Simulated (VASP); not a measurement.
# LiH (Fm-3m) in VASP: a series of runs, part 2 of 3

VASP 6.6.1. The steps go on from the part before.

**4. Electric field gradients, LDA (volume scaled by 0.94)**

Input file INCAR:

```
SYSTEM = LiH
  PREC = Accurate
  ENCUT = 520
  EDIFF = 1E-8
  ISMEAR = -1
  SIGMA = 0.03
  LREAL = .False.
  LASPH = .True.
  NELM = 60
  ALGO = Normal
  ISIF = 2
  LWAVE = .False.
  LCHARG = .False.
  GGA = CA
  LEFG = .True.
  NBANDS = 9
```

Input file KPOINTS:

```
regular mesh
0
Gamma
  11 11 11
  0 0 0
```

Input file POSCAR:

```
LiH
1.0
    0.0000000000      1.9910087660      1.9910087660
    1.9910087660      0.0000000000      1.9910087660
    1.9910087660      1.9910087660      0.0000000000
Li H
1 1
Direct
    0.0000000000      0.0000000000      0.0000000000
    0.5000000000      0.5000000000      0.5000000000
```

Potentials or basis: VASP PAW LDA potentials, release 64 (Li_sv, H).

The run is started by

```bash
> cat potpaw_LDA.64/Li_sv/POTCAR potpaw_LDA.64/H/POTCAR > POTCAR
> mpirun -np 1 vasp_std > vasp.out
```

OUTCAR:

```text
SYSTEM = LiH
   PREC = Accurate
   ENCUT = 520
   EDIFF = 1E-8
   ISMEAR = -1
   LREAL = .False.
   LASPH = .True.
   NELM = 60
   ISIF = 2
   GGA = CA

 ion  position               nearest neighbor table
   1  0.000  0.000  0.000-
   2  0.500  0.500  0.500-

  LATTYP: Found a face centered cubic cell.
 ALAT       =     3.9820175320

  Lattice vectors:

 A1 = (   0.0000000000,   1.9910087660,   1.9910087660)
 A2 = (   1.9910087660,   0.0000000000,   1.9910087660)
 A3 = (   1.9910087660,   1.9910087660,   0.0000000000)

Analysis of symmetry for initial positions (statically):
=====================================================================
 Subroutine PRICEL returns:
 Original cell was already a primitive cell.

 Routine SETGRP: Setting up the symmetry group for a
 face centered cubic supercell.

[... 475 lines left out ...]
  energy-cutoff  :      520.00
  volume of cell :       15.79
      direct lattice vectors                 reciprocal lattice vectors
     0.000000000  1.991008766  1.991008766    -0.251128980  0.251128980  0.251128980
     1.991008766  0.000000000  1.991008766     0.251128980 -0.251128980  0.251128980
     1.991008766  1.991008766  0.000000000     0.251128980  0.251128980 -0.251128980

 POSITION                                       TOTAL-FORCE (eV/Angst)
 -----------------------------------------------------------------------------------
      0.00000      0.00000      0.00000         0.000000     -0.000000     -0.000000
      1.99101      1.99101      1.99101        -0.000000      0.000000      0.000000
 -----------------------------------------------------------------------------------
    total drift:                                0.000000     -0.000000     -0.000000

  FREE ENERGIE OF THE ION-ELECTRON SYSTEM (eV)
  ---------------------------------------------------
  free  energy   TOTEN  =        -6.4908509436 eV

  energy  without entropy=       -6.4908509436  energy(sigma->0) =       -6.49085094

 Electric field gradients (V/A^2)
---------------------------------------------------------------------
 ion       V_xx      V_yy      V_zz      V_xy      V_xz      V_yz
---------------------------------------------------------------------
   1      -0.000     0.000    -0.000     0.000     0.000     0.000
   2      -0.000     0.000     0.000     0.000     0.000     0.000
---------------------------------------------------------------------

 Electric field gradients after diagonalization (V/A^2)
 (convention: |V_zz| > |V_xx| > |V_yy|)
----------------------------------------------------------------------
 ion       V_xx      V_yy      V_zz     asymmetry (V_yy - V_xx)/ V_zz
----------------------------------------------------------------------
   1      -0.000    -0.000     0.000       0.000
   2      -0.000    -0.000     0.001       0.000
----------------------------------------------------------------------

           NMR quadrupolar parameters

 Cq : quadrupolar parameter    Cq=e*Q*V_zz/h
 eta: asymmetry parameters     (V_yy - V_xx)/ V_zz
 Q  : nuclear electric quadrupole moment in mb (millibarn)
----------------------------------------------------------------------
 ion       Cq(MHz)       eta       Q (mb)
----------------------------------------------------------------------
   1       0.000       0.000       1.000
   2       0.000       0.000       1.000
----------------------------------------------------------------------
```

stdout:

```text
POSCAR found type information on POSCAR LiH
 POSCAR found :  2 types and       2 ions
 scaLAPACK will be used
 LDA part: xc-table for (Slater(with rela. corr.)+CA(PZ))
 , standard interpolation
 POSCAR, INCAR and KPOINTS ok, starting setup
 FFT: planning ... GRIDC
 FFT: planning ... GRID_SOFT
 FFT: planning ... GRID
 WAVECAR not read
 entering main loop
ion   1

ion   2
```

It took 21 s on 1 thread of AMD EPYC 7R13, shared host; peak memory 0.09 GiB.

What came out:

| Property | Result |
| --- | --- |
| Free energy | -6.4909 eV |
| Band gap on the k mesh | 2.79 eV, direct |

Levels at points of the mesh, in eV from the valence-band top:
| k point | band 1 | band 2 | band 3 | band 4 | band 5 | band 6 | band 7 |
| --- | --- | --- | --- | --- | --- | --- | --- |
| (0.00, 0.00, 0.00) | -43.40 | -5.58 | 16.44 | 17.65 | 17.65 | 17.65 | 22.53 |

Caveat: the cell differs from its parent crystal (volume scaled by 0.94); the cutoff is under 1.25 times the usual one of these potentials, so pressure, stress and relaxed cells hold a basis-set (Pulay) error; without QUAD_EFG the Cq values of the log hold for a quadrupole moment of 1 mb, not for the nuclei.

**5. Electric field gradients, LDA**

This run uses another cell than the first one, of 8.40 Å³/atom, 0.943 times its volume.

Input file INCAR:

```
ALGO     = Normal         # electronic algorithm
EDIFF    = 1E-8           # SCF threshold, eV
ENCUT    = 520            # plane-wave cutoff, eV
GGA      = CA             # functional
ISIF     = 2              # what is computed and relaxed
ISMEAR   = -1             # smearing method
LASPH    = T              # aspherical terms in the spheres
LCHARG   = F              # write CHGCAR
LEFG     = T            
LREAL    = F              # projectors in reciprocal space
LWAVE    = F              # write WAVECAR
NBANDS   = 9              # bands
NELM     = 60             # most SCF steps
PREC     = Accurate       # precision mode
SIGMA    = 0.03           # smearing width, eV
```

Input file KPOINTS:

```
k-points
0
Gamma
  11 11 11
```

Input file POSCAR:

```
LiH
1.0
    0.0000000000      2.0325000000      2.0325000000
    2.0325000000      0.0000000000      2.0325000000
    2.0325000000      2.0325000000      0.0000000000
Li H
1 1
Direct
    0.0000000000      0.0000000000      0.0000000000
    0.5000000000      0.5000000000      0.5000000000
```

Potentials or basis: VASP PAW LDA potentials, release 64 (Li_sv, H).

The run is started by

```bash
> cat potpaw_LDA.64/Li_sv/POTCAR potpaw_LDA.64/H/POTCAR > POTCAR
> mpirun -np 1 vasp_std > vasp.out
```

OUTCAR:

```text
EDIFF = 1E-8
   ENCUT = 520
   GGA = CA
   ISIF = 2
   ISMEAR = -1
   LASPH = T
   LREAL = F
   NELM = 60
   PREC = Accurate

 ion  position               nearest neighbor table
   1  0.000  0.000  0.000-
   2  0.500  0.500  0.500-

  LATTYP: Found a face centered cubic cell.
 ALAT       =     4.0650000000

  Lattice vectors:

 A1 = (   0.0000000000,   2.0325000000,   2.0325000000)
 A2 = (   2.0325000000,   0.0000000000,   2.0325000000)
 A3 = (   2.0325000000,   2.0325000000,   0.0000000000)

Analysis of symmetry for initial positions (statically):
=====================================================================
 Subroutine PRICEL returns:
 Original cell was already a primitive cell.

 Routine SETGRP: Setting up the symmetry group for a
 face centered cubic supercell.

 Subroutine GETGRP returns: Found 48 space group operations
 (whereof 48 operations were pure point group operations)
 out of a pool of 48 trial point group operations.

The static configuration has the point symmetry O_h .

Analysis of symmetry for dynamics (positions and initial velocities):
=====================================================================
 Subroutine PRICEL returns:
 Original cell was already a primitive cell.

 Routine SETGRP: Setting up the symmetry group for a
 face centered cubic supercell.

 Subroutine GETGRP returns: Found 48 space group operations
 (whereof 48 operations were pure point group operations)
 out of a pool of 48 trial point group operations.

The dynamic configuration has the point symmetry O_h .

 Subroutine INISYM returns: Found 48 space group operations
 (whereof 48 operations are pure point group operations),
 and found     1 'primitive' translations

----------------------------------------------------------------------------------------

                                     Primitive cell

  volume of cell :      16.7927

  direct lattice vectors                    reciprocal lattice vectors
     0.000000000  2.032500000  2.032500000    -0.246002460  0.246002460  0.246002460
     2.032500000  0.000000000  2.032500000     0.246002460 -0.246002460  0.246002460
     2.032500000  2.032500000  0.000000000     0.246002460  0.246002460 -0.246002460

  length of vectors
     2.874389066  2.874389066  2.874389066     0.426088760  0.426088760  0.426088760

  position of ions in fractional coordinates (direct lattice)
     0.000000000  0.000000000  0.000000000
     0.500000000  0.500000000  0.500000000

  ion indices of the primitive-cell ions
   primitive index   ion index
                 1           1
                 2           2

----------------------------------------------------------------------------------------

 KPOINTS: k-points

Automatic generation of k-mesh.
 Grid dimensions read from file:
 generate k-points for:   11   11   11

 Generating k-lattice:

  Cartesian coordinates                     Fractional coordinates (reciprocal lattice)
    -0.022363860  0.022363860  0.022363860     0.090909091  0.000000000  0.000000000
[... 74 lines left out ...]
   ISMEAR =    -1;   SIGMA  =   0.03  broadening in eV -4-tet -1-fermi 0-gaus
   EFERMI_NEDOS =   21; number of points for ismear=-14 and -15
   IALGO  =     38    algorithm
   IMIX   =      4    mixing-type and parameters
     AMIX     =   0.40;   BMIX     =  1.00
     AMIX_MAG =   1.60;   BMIX_MAG =  1.00
  volume/ion in A,a.u.               =       8.40        56.66
  Fermi-wavevector in a.u.,A,eV,Ry     =   1.014817  1.917726 14.012000  1.029853
  Thomas-Fermi vector in A             =   2.148066
   LORBIT       =      0    0 simple, 1 ext, 2 COOP (PROOUT), +10 PAW based schemes
   GGA     = CA    functional components
   LHFCALC =     F    Hartree Fock is set to
   AEXX    =    0.0000 exact exchange contribution
   IVDW    =     0    specifies the selected vdW correction
   LEPSILON=     F    determine dielectric tensor
   LRPA    =     F    only Hartree local field effects (RPA)
 non-spin polarized calculation
  energy-cutoff  :      520.00
  volume of cell :       16.79
 maximum number of plane-waves:       463
 NGX is ok and might be reduce to    24
   NGX = 11   NGY = 11   NGZ = 11

 number of electron       3.9999998 magnetization

 Free energy of the ion-electron system (eV)
  ---------------------------------------------------
  ext. energy  EPLUGINS =         0.00000000
  ---------------------------------------------------
  free energy    TOTEN  =        -6.47200116 eV

  energy without entropy =       -6.47200116  energy(sigma->0) =       -6.47200116

 E-fermi :   0.7850     XC(G=0):  -8.6695

 val. band max:       -0.0386090506   @ k =  -0.4545   0.4545   0.0000
 cond. band min:       2.7973641404   @ k =  -0.4545   0.4545   0.0000
 fundamental gap:      2.8359731909
 Fermi energy:         0.7849901988

 k-point     1 :       0.0000    0.0000    0.0000
  band No.  band energies     occupation
      1     -43.4951      2.00000
      2      -5.3925      2.00000
      3      15.5906      0.00000
      4      16.9970      0.00000
      5      16.9970      0.00000
      6      16.9970      0.00000
      7      21.7500      0.00000
      8      21.7500      0.00000
      9      21.7500      0.00000
[... 265 lines left out ...]
 k-point    24 :      -0.1818    0.1818    0.0000
  band No.  band energies     occupation
      1     -43.4654      2.00000
      2      -3.9034      2.00000
      3       9.7753      0.00000
      4       9.8229      0.00000
      5      15.4280      0.00000
      6      16.7169      0.00000
      7      20.7494      0.00000
      8      22.5125      0.00000
      9      24.1527      0.00000

 [... further k-points ...]

------------------------ aborting loop because EDIFF is reached ----------------------------------------

  FORCE on cell =-STRESS in cart. coord.  units (eV):
  Direction    XX          YY          ZZ          XY          YZ          ZX
  --------------------------------------------------------------------------------------
  -------------------------------------------------------------------------------------
  Total       -0.4297815     -0.4297815     -0.4297815      0.0000000     -0.0000000     -0.0000000
  in kB      -41.0049851    -41.0049851    -41.0049851      0.0000000     -0.0000000     -0.0000000
  external PRESSURE =     -41.0049851 kB  Pullay stress =       0.0000000 kB

 VOLUME and BASIS-vectors are now :
 -----------------------------------------------------------------------------
  energy-cutoff  :      520.00
  volume of cell :       16.79
      direct lattice vectors                 reciprocal lattice vectors
     0.000000000  2.032500000  2.032500000    -0.246002460  0.246002460  0.246002460
     2.032500000  0.000000000  2.032500000     0.246002460 -0.246002460  0.246002460
     2.032500000  2.032500000  0.000000000     0.246002460  0.246002460 -0.246002460

 POSITION                                       TOTAL-FORCE (eV/Angst)
 -----------------------------------------------------------------------------------
      0.00000      0.00000      0.00000         0.000000     -0.000000     -0.000000
      2.03250      2.03250      2.03250        -0.000000      0.000000      0.000000
 -----------------------------------------------------------------------------------
    total drift:                                0.000000     -0.000000     -0.000000

  FREE ENERGIE OF THE ION-ELECTRON SYSTEM (eV)
  ---------------------------------------------------
  free  energy   TOTEN  =        -6.4720011600 eV

  energy  without entropy=       -6.4720011600  energy(sigma->0) =       -6.47200116

 Electric field gradients (V/A^2)
---------------------------------------------------------------------
 ion       V_xx      V_yy      V_zz      V_xy      V_xz      V_yz
---------------------------------------------------------------------
   1       0.000     0.000    -0.000    -0.002    -0.002    -0.002
   2      -0.000    -0.000    -0.000     0.001     0.001     0.001
---------------------------------------------------------------------

 Electric field gradients after diagonalization (V/A^2)
 (convention: |V_zz| > |V_xx| > |V_yy|)
----------------------------------------------------------------------
 ion       V_xx      V_yy      V_zz     asymmetry (V_yy - V_xx)/ V_zz
----------------------------------------------------------------------
   1       0.002     0.002    -0.004       0.000
   2      -0.001    -0.001     0.001       0.000
----------------------------------------------------------------------

           NMR quadrupolar parameters

 Cq : quadrupolar parameter    Cq=e*Q*V_zz/h
 eta: asymmetry parameters     (V_yy - V_xx)/ V_zz
 Q  : nuclear electric quadrupole moment in mb (millibarn)
----------------------------------------------------------------------
 ion       Cq(MHz)       eta       Q (mb)
----------------------------------------------------------------------
   1      -0.000       0.000       1.000
   2       0.000       0.000       1.000
----------------------------------------------------------------------
```

Wall time 22 s (1 thread of AMD EPYC 7R13, shared host); peak memory 0.09 GiB.

Results:

```yaml
Free_energy: -6.4720 eV
Band_gap_on_the_k_mesh: 2.84 eV, direct
```

Caveat: the cutoff is under 1.25 times the usual one of these potentials, so pressure, stress and relaxed cells hold a basis-set (Pulay) error; without QUAD_EFG the Cq values of the log hold for a quadrupole moment of 1 mb, not for the nuclei.

(Continued in part 3 of 3.)
